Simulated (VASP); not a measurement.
# PbS (Fm-3m) in VASP: further runs

PbS is run at these levels: PBE, r2SCAN; tasks: single point.

All numbers are computed with VASP 6.6.1; they aren't measurements. Logs are shortened: lines on timing, memory, paths and dates and some standing lists are left out, and cuts for length are marked.

### Step 1. The cell of the first run

It takes space group Fm-3m (No. 225, cubic). Conventional cell: a = 5.882 Å, b = 5.882 Å, c = 5.882 Å, α = 90.00°, β = 90.00°, γ = 90.00°. Pb (site symmetry m-3m) has 6 S at 2.94 Å within 3.9 Å. S (site symmetry m-3m) has 6 Pb at 2.94 Å within 3.9 Å.

### Step 2. Single point, PBE (strain -1.5%)

INCAR

```
PREC     = Accurate       # precision mode
ENCUT    = 520            # plane-wave cutoff, eV
EDIFF    = 1E-6           # SCF threshold, eV
ISMEAR   = -1             # smearing method
SIGMA    = 0.02           # smearing width, eV
LREAL    = F              # projectors in reciprocal space
LASPH    = T              # aspherical terms in the spheres
NELM     = 100            # most SCF steps
ALGO     = Normal         # electronic algorithm
ISIF     = 2              # what is computed and relaxed
LWAVE    = F              # write WAVECAR
LCHARG   = F              # write CHGCAR
GGA      = PE             # functional
NBANDS   = 17             # bands
```

KPOINTS

```
Automatic mesh
0
Gamma
  8 8 8
```

POSCAR

```
PbS
1.0
    0.0000000000      2.9412293325      2.9412293325
    2.9412293325      0.0000000000      2.9412293325
    2.9412293325      2.9412293325      0.0000000000
Pb S
1 1
Direct
    0.0000000000      0.0000000000      0.0000000000
    0.5000000000      0.5000000000      0.5000000000
```

Potentials or basis: VASP PAW PBE potentials, release 64 (Pb_d, S).

Run with:

```bash
$ cat potpaw_PBE.64/Pb_d/POTCAR potpaw_PBE.64/S/POTCAR > POTCAR
$ mpirun -np 1 vasp_std > vasp.out
```

OUTCAR:

```text
PREC = Accurate
   ENCUT = 520
   EDIFF = 1E-6
   ISMEAR = -1
   LREAL = F
   LASPH = T
   NELM = 100
   ISIF = 2
   GGA = PE

 ion  position               nearest neighbor table
   1  0.000  0.000  0.000-   2 2.94   2 2.94   2 2.94   2 2.94   2 2.94   2 2.94
   2  0.500  0.500  0.500-   1 2.94   1 2.94   1 2.94   1 2.94   1 2.94   1 2.94

  LATTYP: Found a face centered cubic cell.
 ALAT       =     5.8824586650

  Lattice vectors:

 A1 = (   0.0000000000,   2.9412293325,   2.9412293325)
 A2 = (   2.9412293325,   0.0000000000,   2.9412293325)
 A3 = (   2.9412293325,   2.9412293325,   0.0000000000)

Analysis of symmetry for initial positions (statically):
=====================================================================
 Subroutine PRICEL returns:
 Original cell was already a primitive cell.

 Routine SETGRP: Setting up the symmetry group for a
 face centered cubic supercell.

 Subroutine GETGRP returns: Found 48 space group operations
 (whereof 48 operations were pure point group operations)
 out of a pool of 48 trial point group operations.

The static configuration has the point symmetry O_h .

Analysis of symmetry for dynamics (positions and initial velocities):
=====================================================================
 Subroutine PRICEL returns:
 Original cell was already a primitive cell.

 Routine SETGRP: Setting up the symmetry group for a
 face centered cubic supercell.

 Subroutine GETGRP returns: Found 48 space group operations
 (whereof 48 operations were pure point group operations)
 out of a pool of 48 trial point group operations.

The dynamic configuration has the point symmetry O_h .

 Subroutine INISYM returns: Found 48 space group operations
 (whereof 48 operations are pure point group operations),
 and found     1 'primitive' translations

----------------------------------------------------------------------------------------

                                     Primitive cell

  volume of cell :      50.8881

  direct lattice vectors                    reciprocal lattice vectors
     0.000000000  2.941229332  2.941229332    -0.169996945  0.169996945  0.169996945
     2.941229332  0.000000000  2.941229332     0.169996945 -0.169996945  0.169996945
     2.941229332  2.941229332  0.000000000     0.169996945  0.169996945 -0.169996945

  length of vectors
     4.159526412  4.159526412  4.159526412     0.294443345  0.294443345  0.294443345

  position of ions in fractional coordinates (direct lattice)
     0.000000000  0.000000000  0.000000000
     0.500000000  0.500000000  0.500000000

  ion indices of the primitive-cell ions
   primitive index   ion index
                 1           1
                 2           2

----------------------------------------------------------------------------------------

 KPOINTS: Automatic mesh

Automatic generation of k-mesh.
 Grid dimensions read from file:
 generate k-points for:    8    8    8

 Generating k-lattice:

  Cartesian coordinates                     Fractional coordinates (reciprocal lattice)
    -0.021249618  0.021249618  0.021249618     0.125000000  0.000000000  0.000000000
     0.021249618 -0.021249618  0.021249618     0.000000000  0.125000000  0.000000000
     0.021249618  0.021249618 -0.021249618     0.000000000  0.000000000  0.125000000

  Length of vectors
     0.036805418  0.036805418  0.036805418

  Shift w.r.t. Gamma in fractional coordinates (k-lattice)
     0.000000000  0.000000000  0.000000000

 Subroutine IBZKPT returns following result:
 ===========================================

 Found     29 irreducible k-points:

 Following reciprocal coordinates:
            Coordinates               Weight
  0.000000  0.000000  0.000000      1.000000
  0.125000  0.000000  0.000000      8.000000
  0.250000  0.000000  0.000000      8.000000
  0.375000  0.000000  0.000000      8.000000
  0.500000  0.000000  0.000000      4.000000
  0.125000  0.125000  0.000000      6.000000
[... 16 lines left out ...]
  0.500000  0.250000  0.125000     48.000000
 -0.375000  0.250000  0.125000     24.000000
 [... further k-points ...]
   k-points           NKPTS =     29   k-points in BZ     NKDIM =     29   number of bands    NBANDS=     17
   number of dos      NEDOS =    301   number of ions     NIONS =      2
   total plane-waves  NPLWV =  32768
   dimension x,y,z NGX =    32 NGY =   32 NGZ =   32
   dimension x,y,z NGXF=    64 NGYF=   64 NGZF=   64
   ions per type =               1   1
   NGX,Y,Z   is equivalent  to a cutoff of  12.79, 12.79, 12.79 a.u.
   NGXF,Y,Z  is equivalent  to a cutoff of  25.58, 25.58, 25.58 a.u.
 SYSTEM =  unknown system
   PREC   = accura    normal or accurate (medium, high low for compatibility)
   ISTART =      0    job   : 0-new  1-cont  2-samecut
   ICHARG =      2    charge: 1-file 2-atom 10-const
   ISPIN  =      1    spin polarized calculation?
   LNONCOLLINEAR =      F non collinear calculations
   LSORBIT =      F    spin-orbit coupling
   LASPH  =      T    aspherical Exc in radial PAW
   ENCUT  =  520.0 eV  38.22 Ry    6.18 a.u.   7.73  7.73  7.73*2*pi/ulx,y,z
   NELM   =    100;   NELMIN=  2; NELMDL= -5     # of ELM steps
   EDIFF  = 0.1E-05   stopping-criterion for ELM
   LREAL  =      F    real-space projection
   EDIFFG = 0.1E-04   stopping-criterion for IOM
   NSW    =      0    number of steps for IOM
   IBRION =     -1    ionic relax: 0-MD 1-quasi-New 2-CG
   NFREE  =      0    steps in history (QN), initial steepest desc. (CG)
   ISIF   =      2    stress and relaxation
   ISYM   =      2    0-nonsym 1-usesym 2-fastsym
   POTIM  = 0.5000    time-step for ionic-motion
   TEBEG  =    0.0;   TEEND  =   0.0 temperature during run
   PSTRESS=    0.0 pullay stress
   NELECT =      20.0000    total number of electrons
   NUPDOWN=      -1.0000    fix difference up-down
   EMIN   =  10.00;   EMAX   =-10.00  energy-range for DOS
   EFERMI =   0.00;   METHOD = LEGACY
   ISMEAR =    -1;   SIGMA  =   0.02  broadening in eV -4-tet -1-fermi 0-gaus
   EFERMI_NEDOS =   21; number of points for ismear=-14 and -15
   IALGO  =     38    algorithm
   IMIX   =      4    mixing-type and parameters
     AMIX     =   0.40;   BMIX     =  1.00
     AMIX_MAG =   1.60;   BMIX_MAG =  1.00
  volume/ion in A,a.u.               =      25.44       171.71
  Fermi-wavevector in a.u.,A,eV,Ry     =   1.199166  2.266095 19.565163  1.437999
  Thomas-Fermi vector in A             =   2.335036
   LORBIT       =      0    0 simple, 1 ext, 2 COOP (PROOUT), +10 PAW based schemes
   GGA     = PE    functional components
   LHFCALC =     F    Hartree Fock is set to
   AEXX    =    0.0000 exact exchange contribution
   IVDW    =     0    specifies the selected vdW correction
   LEPSILON=     F    determine dielectric tensor
   LRPA    =     F    only Hartree local field effects (RPA)
 non-spin polarized calculation
  energy-cutoff  :      520.00
  volume of cell :       50.89
 maximum number of plane-waves:      1387
   NGX = 15   NGY = 15   NGZ = 15

 number of electron      19.9999996 magnetization

 Free energy of the ion-electron system (eV)
  ---------------------------------------------------
  ext. energy  EPLUGINS =         0.00000000
  ---------------------------------------------------
  free energy    TOTEN  =        -8.73179836 eV

  energy without entropy =       -8.73179254  energy(sigma->0) =       -8.73179545

 E-fermi :   6.3204     XC(G=0):  -9.8001

 val. band max:        6.1860418252   @ k =   0.5000   0.0000   0.0000
 cond. band min:       6.4548247976   @ k =   0.5000   0.0000   0.0000
 fundamental gap:      0.2687829724
 Fermi energy:         6.3204333314

 k-point     1 :       0.0000    0.0000    0.0000
  band No.  band energies     occupation
      1     -10.7118      2.00000
      2     -10.7118      2.00000
      3     -10.7118      2.00000
      4     -10.6959      2.00000
      5     -10.6959      2.00000
      6      -7.6717      2.00000
[... 9 lines left out ...]
     16      12.8201      0.00000
     17      14.7378      0.00000

 k-point     2 :       0.1250    0.0000    0.0000
  band No.  band energies     occupation
      1     -10.7111      2.00000
      2     -10.7090      2.00000
      3     -10.7090      2.00000
      4     -10.6965      2.00000
      5     -10.6965      2.00000
      6      -7.5332      2.00000
[... 9 lines left out ...]
     16      13.2027      0.00000
     17      15.9839      0.00000

 k-point     3 :       0.2500    0.0000    0.0000
  band No.  band energies     occupation
      1     -10.7170      2.00000
      2     -10.7170      2.00000
      3     -10.7098      2.00000
      4     -10.6828      2.00000
      5     -10.6828      2.00000
      6      -7.1474      2.00000
[... 9 lines left out ...]
     16      14.0616      0.00000
     17      18.1356      0.00000

 k-point     4 :       0.3750    0.0000    0.0000
  band No.  band energies     occupation
      1     -10.7285      2.00000
      2     -10.7285      2.00000
      3     -10.7092      2.00000
      4     -10.6656      2.00000
      5     -10.6656      2.00000
      6      -6.6426      2.00000
[... 9 lines left out ...]
     16      15.2954      0.00000
     17      18.0542      0.00000

 k-point     5 :       0.5000    0.0000    0.0000
  band No.  band energies     occupation
      1     -10.7333      2.00000
      2     -10.7333      2.00000
      3     -10.7090      2.00000
      4     -10.6583      2.00000
      5     -10.6583      2.00000
      6      -6.3675      2.00000
[... 9 lines left out ...]
     16      16.2335      0.00000
     17      16.7541      0.00000

 k-point     6 :       0.1250    0.1250    0.0000
  band No.  band energies     occupation
      1     -10.7160      2.00000
      2     -10.7101      2.00000
      3     -10.7024      2.00000
      4     -10.7024      2.00000
      5     -10.6918      2.00000
      6      -7.4843      2.00000
[... 9 lines left out ...]
     16      14.0222      0.00000
     17      15.4479      0.00000
[... 281 lines left out ...]
 k-point    21 :       0.5000    0.5000    0.0000
  band No.  band energies     occupation
      1     -10.8728      2.00000
      2     -10.7401      2.00000
      3     -10.6676      2.00000
      4     -10.6446      2.00000
      5     -10.6446      2.00000
      6      -5.8901      2.00000
[... 9 lines left out ...]
     16      18.3984      0.00000
     17      18.4275      0.00000

 k-point    22 :       0.3750    0.2500    0.1250
  band No.  band energies     occupation
      1     -10.7513      2.00000
      2     -10.7160      2.00000
      3     -10.7027      2.00000
      4     -10.6798      2.00000
      5     -10.6704      2.00000
      6      -6.8074      2.00000
[... 9 lines left out ...]
     16      16.0458      0.00000
     17      16.3683      0.00000

 k-point    23 :       0.5000    0.2500    0.1250
  band No.  band energies     occupation
      1     -10.7689      2.00000
      2     -10.7116      2.00000
      3     -10.7046      2.00000
      4     -10.6747      2.00000
      5     -10.6622      2.00000
      6      -6.3527      2.00000
[... 9 lines left out ...]
     16      16.4553      0.00000
     17      17.4995      0.00000

 k-point    24 :      -0.3750    0.2500    0.1250
  band No.  band energies     occupation
      1     -10.7753      2.00000
      2     -10.7151      2.00000
      3     -10.6951      2.00000
      4     -10.6802      2.00000
      5     -10.6568      2.00000
      6      -6.1203      2.00000
[... 9 lines left out ...]
     16      17.0653      0.00000
     17      17.3673      0.00000

 [... further k-points ...]
[... 5 lines left out ...]
  --------------------------------------------------------------------------------------
  -------------------------------------------------------------------------------------
  Total        1.1997228      1.1997228      1.1997228      0.0000000     -0.0000000      0.0000000
  in kB       37.7724207     37.7724207     37.7724207      0.0000000     -0.0000000      0.0000000
  external PRESSURE =      37.7724207 kB  Pullay stress =       0.0000000 kB

 VOLUME and BASIS-vectors are now :
 -----------------------------------------------------------------------------
  energy-cutoff  :      520.00
  volume of cell :       50.89
      direct lattice vectors                 reciprocal lattice vectors
     0.000000000  2.941229332  2.941229332    -0.169996945  0.169996945  0.169996945
     2.941229332  0.000000000  2.941229332     0.169996945 -0.169996945  0.169996945
     2.941229332  2.941229332  0.000000000     0.169996945  0.169996945 -0.169996945

 POSITION                                       TOTAL-FORCE (eV/Angst)
 -----------------------------------------------------------------------------------
      0.00000      0.00000      0.00000         0.000000     -0.000000      0.000000
      2.94123      2.94123      2.94123         0.000000      0.000000     -0.000000
 -----------------------------------------------------------------------------------
    total drift:                                0.000000     -0.000000     -0.000000

  FREE ENERGIE OF THE ION-ELECTRON SYSTEM (eV)
  ---------------------------------------------------
  free  energy   TOTEN  =        -8.7317983575 eV

  energy  without entropy=       -8.7317925404  energy(sigma->0) =       -8.73179545
```

Wall time 29 s (1 thread of AMD EPYC 7R43 (Zen 3), shared host); peak memory 0.15 GiB.

What came out:

| Item | Value |
| --- | --- |
| Free energy | -8.7318 eV |
| Pressure | 3.8 GPa |
| Band gap on the k mesh | 0.27 eV |

Caveat: the cell differs from its parent crystal (strain -1.5%); the cell stands under pressure; spin-orbit coupling is left out, which moves the levels of the heavy elements. A k mesh can miss the band edges.

[end of part 1 of 2]
